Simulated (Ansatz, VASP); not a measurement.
## One calculation of BeS, two programs

```
CELL_PARAMETERS angstrom
0.00000 2.42986 2.42986
2.42986 0.00000 2.42986
2.42986 2.42986 0.00000
ATOMIC_POSITIONS crystal
Be 0.00000 0.00000 0.00000
S 0.75000 0.75000 0.75000
```

Alike in both runs: task single point; functional PBE; dispersion D4; k mesh 8 × 8 × 8; occupations gaussian, width 0.05 eV; no spin polarisation.

|  | VASP | Ansatz |
| --- | --- | --- |
| version | VASP 6.6.1 | Ansatz 0.2.0 |
| potentials or method | VASP PAW PBE potentials, release 64 (Be, S), cutoff 600 eV | scalar-relativistic, plane waves, PAW |
| valence electrons in the cell | 8 | 8 |

VASP gave:

| Quantity | Value |
| --- | --- |
| gap on the k mesh at the Fermi level (eV) | 3.12 |
| least direct gap on the mesh (eV) | 5.67 |
| pressure (GPa) | -1.9 |

Task: Estimate Ansatz's values.

Result: gap on the k mesh at the Fermi level (eV): 3.12; least direct gap on the mesh (eV): 5.65; pressure (GPa): -1.9.
